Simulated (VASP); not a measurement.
# KI (Pm-3m) in VASP: a series of runs

Aim: see how the results for KI move with the level of theory and the settings. Levels: PBE, r2SCAN. Tasks: single point.

All numbers are computed with VASP 6.6.1; they aren't measurements. Logs are shortened: lines on timing, memory, paths and dates and some standing lists are left out, and cuts for length are marked.

### 1 The cell of the first run

It takes space group Pm-3m (No. 221, cubic). Conventional cell: a = 4.340 Å, b = 4.340 Å, c = 4.340 Å, α = 90.00°, β = 90.00°, γ = 90.00°. Within 4.9 Å of K (site symmetry m-3m) lie 8 I at 3.76 Å and 6 K at 4.34 Å. Within 4.9 Å of I (site symmetry m-3m) lie 8 K at 3.76 Å and 6 I at 4.34 Å.

### 2 Single point, PBE

Contents of INCAR:

```
  PREC = Accurate
  ENCUT = 520
  EDIFF = 1E-7
  ISMEAR = -1
  SIGMA = 0.02
  LREAL = False
  LASPH = True
  NELM = 80
  ALGO = Normal
  ISIF = 2
  LWAVE = False
  LCHARG = False
  GGA = PE
  NBANDS = 15
```

Contents of KPOINTS:

```
regular mesh
0
Gamma
  6 6 6
```

Contents of POSCAR:

```
KI
1.0
    4.3399765465      0.0000000000      0.0000000000
    0.0000000000      4.3399765465      0.0000000000
    0.0000000000      0.0000000000      4.3399765465
K I
1 1
Direct
    0.0000000000      0.0000000000      0.0000000000
    0.5000000000      0.5000000000      0.5000000000
```

Potentials or basis: VASP PAW PBE potentials, release 64 (K_sv, I).

Started as:

```sh
$ cat potpaw_PBE.64/K_sv/POTCAR potpaw_PBE.64/I/POTCAR > POTCAR
$ mpirun -np 1 vasp_std > vasp.out
```

OUTCAR:

```text
PREC = Accurate
   ENCUT = 520
   EDIFF = 1E-7
   ISMEAR = -1
   LREAL = False
   LASPH = True
   NELM = 80
   ISIF = 2
   GGA = PE

 ion  position               nearest neighbor table
   1  0.000  0.000  0.000-
   2  0.500  0.500  0.500-

  LATTYP: Found a simple cubic cell.
 ALAT       =     4.3399765465

  Lattice vectors:

 A1 = (   4.3399765465,   0.0000000000,   0.0000000000)
 A2 = (   0.0000000000,   4.3399765465,   0.0000000000)
 A3 = (   0.0000000000,   0.0000000000,   4.3399765465)

Analysis of symmetry for initial positions (statically):
=====================================================================
 Subroutine PRICEL returns:
 Original cell was already a primitive cell.

 Routine SETGRP: Setting up the symmetry group for a
 simple cubic supercell.

 Subroutine GETGRP returns: Found 48 space group operations
 (whereof 48 operations were pure point group operations)
 out of a pool of 48 trial point group operations.

The static configuration has the point symmetry O_h .

Analysis of symmetry for dynamics (positions and initial velocities):
=====================================================================
 Subroutine PRICEL returns:
 Original cell was already a primitive cell.

 Routine SETGRP: Setting up the symmetry group for a
 simple cubic supercell.

 Subroutine GETGRP returns: Found 48 space group operations
 (whereof 48 operations were pure point group operations)
 out of a pool of 48 trial point group operations.

The dynamic configuration has the point symmetry O_h .

 Subroutine INISYM returns: Found 48 space group operations
 (whereof 48 operations are pure point group operations),
 and found     1 'primitive' translations

----------------------------------------------------------------------------------------

                                     Primitive cell

  volume of cell :      81.7452

  direct lattice vectors                    reciprocal lattice vectors
     4.339976546  0.000000000  0.000000000     0.230415992  0.000000000  0.000000000
     0.000000000  4.339976546  0.000000000     0.000000000  0.230415992  0.000000000
     0.000000000  0.000000000  4.339976546     0.000000000  0.000000000  0.230415992

  length of vectors
     4.339976546  4.339976546  4.339976546     0.230415992  0.230415992  0.230415992

  position of ions in fractional coordinates (direct lattice)
     0.000000000  0.000000000  0.000000000
     0.500000000  0.500000000  0.500000000

  ion indices of the primitive-cell ions
   primitive index   ion index
                 1           1
                 2           2

----------------------------------------------------------------------------------------

 KPOINTS: regular mesh

Automatic generation of k-mesh.
 Grid dimensions read from file:
 generate k-points for:    6    6    6

 Generating k-lattice:

  Cartesian coordinates                     Fractional coordinates (reciprocal lattice)
     0.038402665  0.000000000  0.000000000     0.166666667  0.000000000  0.000000000
     0.000000000  0.038402665  0.000000000     0.000000000  0.166666667  0.000000000
     0.000000000  0.000000000  0.038402665     0.000000000  0.000000000  0.166666667

  Length of vectors
     0.038402665  0.038402665  0.038402665

  Shift w.r.t. Gamma in fractional coordinates (k-lattice)
     0.000000000  0.000000000  0.000000000

 Subroutine IBZKPT returns following result:
 ===========================================

 Found     20 irreducible k-points:

 Following reciprocal coordinates:
            Coordinates               Weight
  0.000000  0.000000  0.000000      1.000000
  0.166667  0.000000  0.000000      6.000000
  0.333333  0.000000  0.000000      6.000000
  0.500000  0.000000  0.000000      3.000000
  0.166667  0.166667  0.000000     12.000000
  0.333333  0.166667  0.000000     24.000000
[... 12 lines left out ...]
  0.500000  0.500000  0.333333      6.000000
  0.500000  0.500000  0.500000      1.000000
   k-points           NKPTS =     20   k-points in BZ     NKDIM =     20   number of bands    NBANDS=     15
   number of dos      NEDOS =    301   number of ions     NIONS =      2
   total plane-waves  NPLWV =  32768
   dimension x,y,z NGX =    32 NGY =   32 NGZ =   32
   dimension x,y,z NGXF=    64 NGYF=   64 NGZF=   64
   ions per type =               1   1
   NGX,Y,Z   is equivalent  to a cutoff of  12.26, 12.26, 12.26 a.u.
   NGXF,Y,Z  is equivalent  to a cutoff of  24.52, 24.52, 24.52 a.u.
 SYSTEM =  unknown system
   PREC   = accura    normal or accurate (medium, high low for compatibility)
   ISTART =      0    job   : 0-new  1-cont  2-samecut
   ICHARG =      2    charge: 1-file 2-atom 10-const
   ISPIN  =      1    spin polarized calculation?
   LNONCOLLINEAR =      F non collinear calculations
   LSORBIT =      F    spin-orbit coupling
   LASPH  =      T    aspherical Exc in radial PAW
   ENCUT  =  520.0 eV  38.22 Ry    6.18 a.u.   8.07  8.07  8.07*2*pi/ulx,y,z
   NELM   =     80;   NELMIN=  2; NELMDL= -5     # of ELM steps
   EDIFF  = 0.1E-06   stopping-criterion for ELM
   LREAL  =      F    real-space projection
   EDIFFG = 0.1E-05   stopping-criterion for IOM
   NSW    =      0    number of steps for IOM
   IBRION =     -1    ionic relax: 0-MD 1-quasi-New 2-CG
   NFREE  =      0    steps in history (QN), initial steepest desc. (CG)
   ISIF   =      2    stress and relaxation
   ISYM   =      2    0-nonsym 1-usesym 2-fastsym
   POTIM  = 0.5000    time-step for ionic-motion
   TEBEG  =    0.0;   TEEND  =   0.0 temperature during run
   PSTRESS=    0.0 pullay stress
   NELECT =      16.0000    total number of electrons
   NUPDOWN=      -1.0000    fix difference up-down
   EMIN   =  10.00;   EMAX   =-10.00  energy-range for DOS
   EFERMI =   0.00;   METHOD = LEGACY
   ISMEAR =    -1;   SIGMA  =   0.02  broadening in eV -4-tet -1-fermi 0-gaus
   EFERMI_NEDOS =   21; number of points for ismear=-14 and -15
   IALGO  =     38    algorithm
   IMIX   =      4    mixing-type and parameters
     AMIX     =   0.40;   BMIX     =  1.00
     AMIX_MAG =   1.60;   BMIX_MAG =  1.00
  volume/ion in A,a.u.               =      40.87       275.82
  Fermi-wavevector in a.u.,A,eV,Ry     =   0.950519  1.796220 12.292677  0.903486
  Thomas-Fermi vector in A             =   2.078903
   LORBIT       =      0    0 simple, 1 ext, 2 COOP (PROOUT), +10 PAW based schemes
   GGA     = PE    functional components
   LHFCALC =     F    Hartree Fock is set to
   AEXX    =    0.0000 exact exchange contribution
   IVDW    =     0    specifies the selected vdW correction
   LEPSILON=     F    determine dielectric tensor
   LRPA    =     F    only Hartree local field effects (RPA)
 non-spin polarized calculation
  energy-cutoff  :      520.00
  volume of cell :       81.75
 maximum number of plane-waves:      2272
   NGX = 17   NGY = 17   NGZ = 17

 number of electron      16.0000004 magnetization

 Free energy of the ion-electron system (eV)
  ---------------------------------------------------
  ext. energy  EPLUGINS =         0.00000000
  ---------------------------------------------------
  free energy    TOTEN  =        -5.42562624 eV

  energy without entropy =       -5.42562624  energy(sigma->0) =       -5.42562624

 E-fermi :   1.0837     XC(G=0):  -7.5719

 val. band max:        0.6643700497   @ k =   0.5000   0.5000   0.0000
 cond. band min:       3.9118727937   @ k =   0.0000   0.0000   0.0000
 fundamental gap:      3.2475027441
 Fermi energy:         1.0837371213

 k-point     1 :       0.0000    0.0000    0.0000
  band No.  band energies     occupation
      1     -28.7468      2.00000
      2     -12.1991      2.00000
      3     -12.1991      2.00000
      4     -12.1991      2.00000
      5     -10.4087      2.00000
      6       0.3221      2.00000
      7       0.3221      2.00000
      8       0.3221      2.00000
      9       3.9119      0.00000
     10       5.4943      0.00000
     11       5.4943      0.00000
     12       9.0105      0.00000
     13       9.0105      0.00000
     14       9.0105      0.00000
     15      11.0505      0.00000

 k-point     2 :       0.1667    0.0000    0.0000
  band No.  band energies     occupation
      1     -28.7458      2.00000
      2     -12.2354      2.00000
      3     -12.1966      2.00000
      4     -12.1966      2.00000
      5     -10.3430      2.00000
      6      -0.2839      2.00000
      7       0.3411      2.00000
      8       0.3411      2.00000
      9       4.4788      0.00000
     10       5.6876      0.00000
     11       6.1098      0.00000
     12       8.9227      0.00000
     13       8.9227      0.00000
     14       9.1178      0.00000
     15      10.1429      0.00000

 k-point     3 :       0.3333    0.0000    0.0000
  band No.  band energies     occupation
      1     -28.7438      2.00000
      2     -12.3037      2.00000
      3     -12.1917      2.00000
      4     -12.1917      2.00000
      5     -10.2116      2.00000
      6      -1.1527      2.00000
      7       0.3793      2.00000
      8       0.3793      2.00000
      9       5.4293      0.00000
     10       6.2485      0.00000
     11       7.2794      0.00000
     12       8.6930      0.00000
     13       8.9043      0.00000
     14       8.9043      0.00000
     15       9.3718      0.00000
[... 271 lines left out ...]
 k-point    19 :       0.5000    0.5000    0.3333
  band No.  band energies     occupation
      1     -28.7363      2.00000
      2     -12.2605      2.00000
      3     -12.2605      2.00000
      4     -12.2380      2.00000
      5      -9.9771      2.00000
      6      -0.9107      2.00000
      7      -0.9107      2.00000
      8      -0.5769      2.00000
      9       5.6992      0.00000
     10       6.5091      0.00000
     11       6.5091      0.00000
     12       8.7138      0.00000
     13       9.4723      0.00000
     14       9.4723      0.00000
     15      10.0850      0.00000

 k-point    20 :       0.5000    0.5000    0.5000
  band No.  band energies     occupation
      1     -28.7354      2.00000
      2     -12.2565      2.00000
      3     -12.2565      2.00000
      4     -12.2565      2.00000
      5      -9.9369      2.00000
      6      -0.8938      2.00000
      7      -0.8938      2.00000
      8      -0.8938      2.00000
      9       6.2777      0.00000
     10       6.2777      0.00000
     11       6.2777      0.00000
     12       9.3807      0.00000
     13       9.3807      0.00000
     14       9.3807      0.00000
     15       9.6213      0.00000

------------------------ aborting loop because EDIFF is reached ----------------------------------------

  FORCE on cell =-STRESS in cart. coord.  units (eV):
  Direction    XX          YY          ZZ          XY          YZ          ZX
  --------------------------------------------------------------------------------------
  -------------------------------------------------------------------------------------
  Total        0.0208687      0.0208687      0.0208687      0.0000000     -0.0000000      0.0000000
  in kB        0.4090192      0.4090192      0.4090192      0.0000000     -0.0000000      0.0000000
  external PRESSURE =       0.4090192 kB  Pullay stress =       0.0000000 kB

 VOLUME and BASIS-vectors are now :
 -----------------------------------------------------------------------------
  energy-cutoff  :      520.00
  volume of cell :       81.75
      direct lattice vectors                 reciprocal lattice vectors
     4.339976546  0.000000000  0.000000000     0.230415992  0.000000000  0.000000000
     0.000000000  4.339976546  0.000000000     0.000000000  0.230415992  0.000000000
     0.000000000  0.000000000  4.339976546     0.000000000  0.000000000  0.230415992

 POSITION                                       TOTAL-FORCE (eV/Angst)
 -----------------------------------------------------------------------------------
      0.00000      0.00000      0.00000         0.000000      0.000000      0.000000
      2.16999      2.16999      2.16999         0.000000      0.000000      0.000000
 -----------------------------------------------------------------------------------
    total drift:                                0.000000      0.000000     -0.000000

  FREE ENERGIE OF THE ION-ELECTRON SYSTEM (eV)
  ---------------------------------------------------
  free  energy   TOTEN  =        -5.4256262423 eV

  energy  without entropy=       -5.4256262423  energy(sigma->0) =       -5.42562624
```

It took 22 s on 1 thread of Intel Xeon 8259CL, shared host; peak memory 0.19 GiB.

Results:

```yaml
Free_energy: -5.4256 eV
Pressure: 0.0 GPa
Band_gap_on_the_k_mesh: 3.25 eV (least direct gap 3.59 eV)
```

Levels at points of the mesh, in eV from the valence-band top:
| k point | band 4 | band 5 | band 6 | band 7 | band 8 | band 9 | band 10 | band 11 | band 12 | band 13 |
| --- | --- | --- | --- | --- | --- | --- | --- | --- | --- | --- |
| (0.00, 0.00, 0.00) | -12.86 | -11.07 | -0.34 | -0.34 | -0.34 | 3.25 | 4.83 | 4.83 | 8.35 | 8.35 |
| (0.50, 0.00, 0.00) | -12.85 | -10.81 | -2.17 | -0.27 | -0.27 | 5.40 | 6.21 | 6.88 | 7.08 | 8.59 |
| (0.50, 0.50, 0.00) | -12.85 | -10.76 | -1.62 | -1.62 | 0.00 | 3.94 | 5.69 | 6.80 | 6.80 | 8.89 |
| (0.50, 0.50, 0.50) | -12.92 | -10.60 | -1.56 | -1.56 | -1.56 | 5.61 | 5.61 | 5.61 | 8.72 | 8.72 |

Caveat: spin-orbit coupling is left out, which moves the levels of the heavy elements. A k mesh can miss the band edges.

### 3 Single point, r2SCAN

This run uses another cell than the first one, of 39.51 Å³/atom.

Contents of POSCAR:

```
KI
1.0
    4.2910851989      0.0000000000      0.0000000000
    0.0000000000      4.2910851989      0.0000000000
    0.0000000000      0.0000000000      4.2910851989
K I
1 1
Direct
    0.0000000000      0.0000000000      0.0000000000
    0.5000000000      0.5000000000      0.5000000000
```

Contents of INCAR.step1:

```
SYSTEM = KI
PREC = Accurate ; ENCUT = 520
ISMEAR = -1 ; SIGMA = 0.02
LREAL = .FALSE. ; LASPH = .TRUE.
NELM = 60 ; NBANDS = 15
GGA = PE ; ALGO = Normal
EDIFF = 1E-4 ; LWAVE = .TRUE.
LCHARG = .FALSE.
```

Contents of INCAR.step2:

```
SYSTEM = KI
PREC = Accurate ; ENCUT = 520
EDIFF = 1E-6 ; ISMEAR = -1
SIGMA = 0.02 ; LREAL = .FALSE.
LASPH = .TRUE. ; NELM = 60
ALGO = Normal ; ISIF = 2
LWAVE = .FALSE. ; LCHARG = .FALSE.
METAGGA = R2SCAN ; LMIXTAU = .TRUE.
NBANDS = 15 ; ISTART = 1
```

Contents of KPOINTS:

```
regular mesh
0
G
  6 6 6
  0 0 0
```

Potentials or basis: VASP PAW PBE potentials, release 64 (K_sv, I).

Started as:

```sh
$ cat potpaw_PBE.64/K_sv/POTCAR potpaw_PBE.64/I/POTCAR > POTCAR
$ cp INCAR.step1 INCAR
$ mpirun -np 1 vasp_std > vasp.out
$ cp INCAR.step2 INCAR
$ mpirun -np 1 vasp_std > vasp.out
```

It took 75 s on 1 thread of Intel Xeon 8259CL, shared host; peak memory 0.19 GiB.

Results (log left out):

```yaml
Free_energy: -33.8643 eV
Pressure: 0.0 GPa
Band_gap_on_the_k_mesh: 4.04 eV (least direct gap 4.41 eV)
```

Levels at points of the mesh, in eV from the valence-band top:
```tsv
k point	band 4	band 5	band 6	band 7	band 8	band 9	band 10	band 11	band 12	band 13
(0.00, 0.00, 0.00)	-13.27	-11.49	-0.37	-0.37	-0.37	4.04	5.26	5.26	9.10	9.10
(0.50, 0.00, 0.00)	-13.25	-11.17	-2.31	-0.29	-0.29	6.14	6.72	7.63	7.77	9.34
(0.50, 0.50, 0.00)	-13.25	-11.12	-1.75	-1.75	0.00	4.44	6.36	7.42	7.42	9.77
(0.50, 0.50, 0.50)	-13.33	-10.93	-1.69	-1.69	-1.69	6.14	6.14	6.14	9.63	9.63
```

Caveat: the PAW data sets were made with another functional, which shifts forces and pressure a little; spin-orbit coupling is left out, which moves the levels of the heavy elements.

(Part 1 of 2 ends here.)
